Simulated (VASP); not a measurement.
# Te (R-3m) in VASP: single point with r2SCAN

Aim: the single point of Te with r2SCAN.

All numbers are computed with VASP 6.6.1; they aren't measurements. Logs are shortened: lines on timing, memory, paths and dates and some standing lists are left out, and cuts for length are marked.

## 1. The cell of the first run

It takes space group R-3m (No. 166, trigonal). Conventional cell: a = 4.666 Å, b = 4.666 Å, c = 4.835 Å, α = 90.00°, β = 90.00°, γ = 120.00°. Within 4.3 Å of Te (site symmetry -3m) lie 12 Te at 3.14 to 4.20 Å.

## 2. Single point, r2SCAN (30.38 Å³/atom)

POSCAR

```
Te
1.0
    2.3328004612      1.3468429743      1.6115739557
   -2.3328004612      1.3468429743      1.6115739557
    0.0000000000     -2.6936859485      1.6115739557
Te
1
Direct
    0.5000000000      0.5000000000      0.5000000000
```

INCAR.step1

```
  PREC = Accurate
  ENCUT = 520
  ISMEAR = 0
  SIGMA = 0.1
  LREAL = False
  LASPH = True
  NELM = 60
  NBANDS = 9
  GGA = PE
  ALGO = Normal
  EDIFF = 1E-4
  LWAVE = True
  LCHARG = False
```

INCAR.step2

```
  PREC = Accurate
  ENCUT = 520
  EDIFF = 1E-6
  ISMEAR = 0
  SIGMA = 0.1
  LREAL = False
  LASPH = True
  NELM = 60
  ALGO = Normal
  ISIF = 2
  LWAVE = False
  LCHARG = False
  METAGGA = R2SCAN
  LMIXTAU = True
  NBANDS = 9
  ISTART = 1
```

KPOINTS

```
regular mesh
0
Gamma
  15 15 15
```

Potentials or basis: VASP PAW PBE potentials, release 64 (Te).

Command:

```bash
$ cat potpaw_PBE.64/Te/POTCAR > POTCAR
$ cp INCAR.step1 INCAR
$ mpirun -np 1 vasp_std > vasp.out
$ cp INCAR.step2 INCAR
$ mpirun -np 1 vasp_std > vasp.out
```

OUTCAR:

```text
PREC = Accurate
   ENCUT = 520
   EDIFF = 1E-6
   ISMEAR = 0
   LREAL = False
   LASPH = True
   NELM = 60
   ISIF = 2
   METAGGA = R2SCAN
   ISTART = 1

 ion  position               nearest neighbor table
   1  0.500  0.500  0.500-

  LATTYP: Found a trigonal (rhomboedric) cell.
 ALAT       =     3.1389671237
 COS(alpha) =    -0.1046168061

  Lattice vectors:

 A1 = (   2.3328004612,   1.3468429743,   1.6115739557)
 A2 = (  -2.3328004612,   1.3468429743,   1.6115739557)
 A3 = (   0.0000000000,  -2.6936859485,   1.6115739557)

Analysis of symmetry for initial positions (statically):
=====================================================================
 Subroutine PRICEL returns:
 Original cell was already a primitive cell.

 Routine SETGRP: Setting up the symmetry group for a
 trigonal (rhombohedral) supercell.

 Subroutine GETGRP returns: Found 12 space group operations
 (whereof 12 operations were pure point group operations)
 out of a pool of 12 trial point group operations.

The static configuration has the point symmetry D_3d.

Analysis of symmetry for dynamics (positions and initial velocities):
=====================================================================
 Subroutine PRICEL returns:
 Original cell was already a primitive cell.

 Routine SETGRP: Setting up the symmetry group for a
 trigonal (rhombohedral) supercell.

 Subroutine GETGRP returns: Found 12 space group operations
 (whereof 12 operations were pure point group operations)
 out of a pool of 12 trial point group operations.

The dynamic configuration has the point symmetry D_3d.

 Subroutine INISYM returns: Found 12 space group operations
 (whereof 12 operations are pure point group operations),
 and found     1 'primitive' translations

----------------------------------------------------------------------------------------

                                     Primitive cell

  volume of cell :      30.3806

  direct lattice vectors                    reciprocal lattice vectors
     2.332800461  1.346842974  1.611573956     0.214334663  0.123746175  0.206837131
    -2.332800461  1.346842974  1.611573956    -0.214334663  0.123746175  0.206837131
     0.000000000 -2.693685949  1.611573956     0.000000000 -0.247492350  0.206837131

  length of vectors
     3.138967124  3.138967124  3.138967124     0.322543117  0.322543117  0.322543117

  position of ions in fractional coordinates (direct lattice)
     0.500000000  0.500000000  0.500000000

  ion indices of the primitive-cell ions
   primitive index   ion index
                 1           1

----------------------------------------------------------------------------------------

 KPOINTS: regular mesh

Automatic generation of k-mesh.
 Grid dimensions read from file:
 generate k-points for:   15   15   15

 Generating k-lattice:

  Cartesian coordinates                     Fractional coordinates (reciprocal lattice)
     0.014288978  0.008249745  0.013789142     0.066666667  0.000000000 -0.000000000
    -0.014288978  0.008249745  0.013789142     0.000000000  0.066666667 -0.000000000
     0.000000000 -0.016499490  0.013789142     0.000000000  0.000000000  0.066666667

  Length of vectors
     0.021502874  0.021502874  0.021502874

  Shift w.r.t. Gamma in fractional coordinates (k-lattice)
     0.000000000  0.000000000  0.000000000

 Subroutine IBZKPT returns following result:
 ===========================================

 Found    344 irreducible k-points:

 Following reciprocal coordinates:
            Coordinates               Weight
  0.000000  0.000000  0.000000      1.000000
  0.066667  0.000000 -0.000000      6.000000
  0.133333  0.000000  0.000000      6.000000
  0.200000  0.000000  0.000000      6.000000
  0.266667  0.000000  0.000000      6.000000
  0.333333  0.000000  0.000000      6.000000
[... 16 lines left out ...]
  0.133333  0.133333  0.000000      6.000000
  0.200000  0.133333  0.000000     12.000000
 [... further k-points ...]
   k-points           NKPTS =    344   k-points in BZ     NKDIM =    344   number of bands    NBANDS=      9
   number of dos      NEDOS =    301   number of ions     NIONS =      1
   total plane-waves  NPLWV =  13824
   dimension x,y,z NGX =    24 NGY =   24 NGZ =   24
   dimension x,y,z NGXF=    48 NGYF=   48 NGZF=   48
   ions per type =               1
   NGX,Y,Z   is equivalent  to a cutoff of  12.71, 12.71, 12.71 a.u.
   NGXF,Y,Z  is equivalent  to a cutoff of  25.42, 25.42, 25.42 a.u.
 SYSTEM =  unknown system
   PREC   = accura    normal or accurate (medium, high low for compatibility)
   ISTART =      1    job   : 0-new  1-cont  2-samecut
   ICHARG =      0    charge: 1-file 2-atom 10-const
   ISPIN  =      1    spin polarized calculation?
   LNONCOLLINEAR =      F non collinear calculations
   LSORBIT =      F    spin-orbit coupling
   LASPH  =      T    aspherical Exc in radial PAW
   ENCUT  =  520.0 eV  38.22 Ry    6.18 a.u.   5.84  5.84  5.84*2*pi/ulx,y,z
   NELM   =     60;   NELMIN=  2; NELMDL=  0     # of ELM steps
   EDIFF  = 0.1E-05   stopping-criterion for ELM
   LREAL  =      F    real-space projection
   EDIFFG = 0.1E-04   stopping-criterion for IOM
   NSW    =      0    number of steps for IOM
   IBRION =     -1    ionic relax: 0-MD 1-quasi-New 2-CG
   NFREE  =      0    steps in history (QN), initial steepest desc. (CG)
   ISIF   =      2    stress and relaxation
   ISYM   =      2    0-nonsym 1-usesym 2-fastsym
   POTIM  = 0.5000    time-step for ionic-motion
   TEBEG  =    0.0;   TEEND  =   0.0 temperature during run
   PSTRESS=    0.0 pullay stress
   NELECT =       6.0000    total number of electrons
   NUPDOWN=      -1.0000    fix difference up-down
   EMIN   =  10.00;   EMAX   =-10.00  energy-range for DOS
   EFERMI =   0.00;   METHOD = LEGACY
   ISMEAR =     0;   SIGMA  =   0.10  broadening in eV -4-tet -1-fermi 0-gaus
   EFERMI_NEDOS =   21; number of points for ismear=-14 and -15
   IALGO  =     38    algorithm
   IMIX   =      4    mixing-type and parameters
     AMIX     =   0.40;   BMIX     =  1.00
     AMIX_MAG =   1.60;   BMIX_MAG =  1.00
  volume/ion in A,a.u.               =      30.38       205.02
  Fermi-wavevector in a.u.,A,eV,Ry     =   0.953367  1.801601 12.366440  0.908908
  Thomas-Fermi vector in A             =   2.082015
   LORBIT       =      0    0 simple, 1 ext, 2 COOP (PROOUT), +10 PAW based schemes
   METAGGA = R2SCAN    functional components
   LHFCALC =     F    Hartree Fock is set to
   AEXX    =    0.0000 exact exchange contribution
   IVDW    =     0    specifies the selected vdW correction
   LEPSILON=     F    determine dielectric tensor
   LRPA    =     F    only Hartree local field effects (RPA)
 non-spin polarized calculation
 Gauss-broadening in eV      SIGMA  =   0.10
  energy-cutoff  :      520.00
  volume of cell :       30.38
 maximum number of plane-waves:       830
   NGX = 11   NGY = 11   NGZ = 11

 number of electron       5.9999999 magnetization

 Free energy of the ion-electron system (eV)
  ---------------------------------------------------
  ext. energy  EPLUGINS =         0.00000000
  ---------------------------------------------------
  free energy    TOTEN  =       -25.32249930 eV

  energy without entropy =      -25.32075514  energy(sigma->0) =      -25.32162722

 E-fermi :   7.2512     XC(G=0): -10.0999

 val. band max:        7.2348498935   @ k =  -0.1333   0.2667   0.1333
 cond. band min:       7.2518306329   @ k =  -0.2667   0.4000   0.2000
 fundamental gap:      0.0169807395
 Fermi energy:         7.2511976527

 k-point     1 :       0.0000    0.0000    0.0000
  band No.  band energies     occupation
      1      -7.4538      2.00000
      2       8.2049      0.00000
      3       9.0631      0.00000
      4       9.0631      0.00000
      5      13.8012      0.00000
      6      13.8012      0.00000
      7      15.0208      0.00000
      8      24.2935      0.00000
      9      24.2935      0.00000

 k-point     2 :       0.0667    0.0000   -0.0000
  band No.  band energies     occupation
      1      -7.3925      2.00000
      2       7.8556      0.00000
      3       8.7383      0.00000
      4       9.1071      0.00000
      5      13.8594      0.00000
      6      14.2940      0.00000
      7      15.4220      0.00000
      8      23.1099      0.00000
      9      23.2640      0.00000

 k-point     3 :       0.1333    0.0000    0.0000
  band No.  band energies     occupation
      1      -7.2112      2.00000
      2       6.5442      2.00000
      3       8.7090      0.00000
      4       9.2356      0.00000
      5      14.0288      0.00000
      6      14.7846      0.00000
      7      16.9028      0.00000
      8      21.7829      0.00000
      9      21.9447      0.00000

 k-point     4 :       0.2000    0.0000    0.0000
  band No.  band energies     occupation
      1      -6.9184      2.00000
      2       4.9825      2.00000
      3       8.8792      0.00000
      4       9.4373      0.00000
      5      14.2911      0.00000
      6      15.1937      0.00000
      7      18.6907      0.00000
      8      20.7836      0.00000
      9      20.8232      0.00000
[... 205 lines left out ...]
 k-point    22 :      -0.0667    0.0667    0.0000
  band No.  band energies     occupation
      1      -7.3420      2.00000
      2       7.8041      0.00000
      3       8.5162      0.00000
      4       9.0015      0.00000
      5      14.0767      0.00000
      6      14.5611      0.00000
      7      15.5346      0.00000
      8      21.7096      0.00000
      9      23.0748      0.00000

 k-point    23 :       0.1333    0.1333    0.0000
  band No.  band energies     occupation
      1      -6.9276      2.00000
      2       6.3932      2.00000
      3       6.6270      2.00000
      4       9.1355      0.00000
      5      14.7244      0.00000
      6      17.1379      0.00000
      7      17.7309      0.00000
      8      22.0789      0.00000
      9      22.0873      0.00000

 k-point    24 :       0.2000    0.1333    0.0000
  band No.  band energies     occupation
      1      -6.6174      2.00000
      2       4.9406      2.00000
      3       6.6485      2.00000
      4       9.3196      0.00000
      5      15.0732      0.00000
      6      17.7553      0.00000
      7      19.3247      0.00000
      8      20.9352      0.00000
      9      21.8634      0.00000

 [... further k-points ...]

------------------------ aborting loop because EDIFF is reached ----------------------------------------

  FORCE on cell =-STRESS in cart. coord.  units (eV):
  Direction    XX          YY          ZZ          XY          YZ          ZX
  --------------------------------------------------------------------------------------
  -------------------------------------------------------------------------------------
  Total        0.5263691      0.5263691      0.5070535      0.0000000      0.0000000      0.0000000
  in kB       27.7590714     27.7590714     26.7404246      0.0000000      0.0000000      0.0000000
  external PRESSURE =      27.4195225 kB  Pullay stress =       0.0000000 kB

 VOLUME and BASIS-vectors are now :
 -----------------------------------------------------------------------------
  energy-cutoff  :      520.00
  volume of cell :       30.38
      direct lattice vectors                 reciprocal lattice vectors
     2.332800461  1.346842974  1.611573956     0.214334663  0.123746175  0.206837131
    -2.332800461  1.346842974  1.611573956    -0.214334663  0.123746175  0.206837131
     0.000000000 -2.693685949  1.611573956     0.000000000 -0.247492350  0.206837131

 POSITION                                       TOTAL-FORCE (eV/Angst)
 -----------------------------------------------------------------------------------
      0.00000      0.00000      2.41736         0.000000     -0.000000     -0.000000
 -----------------------------------------------------------------------------------
    total drift:                                0.000000      0.000000     -0.000000

  FREE ENERGIE OF THE ION-ELECTRON SYSTEM (eV)
  ---------------------------------------------------
  free  energy   TOTEN  =       -25.3224992959 eV

  energy  without entropy=      -25.3207551409  energy(sigma->0) =      -25.32162722
```

Wall time 2.3 min (1 thread of AMD EPYC 9R45 (Zen 5), shared host); peak memory 0.18 GiB.

What came out:

```yaml
Free_energy: -25.3225 eV
Pressure: 2.7 GPa
Band_gap_on_the_k_mesh: zero (bands 3 and 4 overlap by 4.98 eV)
```

Caveat: the PAW data sets were made with another functional, which shifts forces and pressure a little; spin-orbit coupling is left out, which moves the levels of the heavy elements.
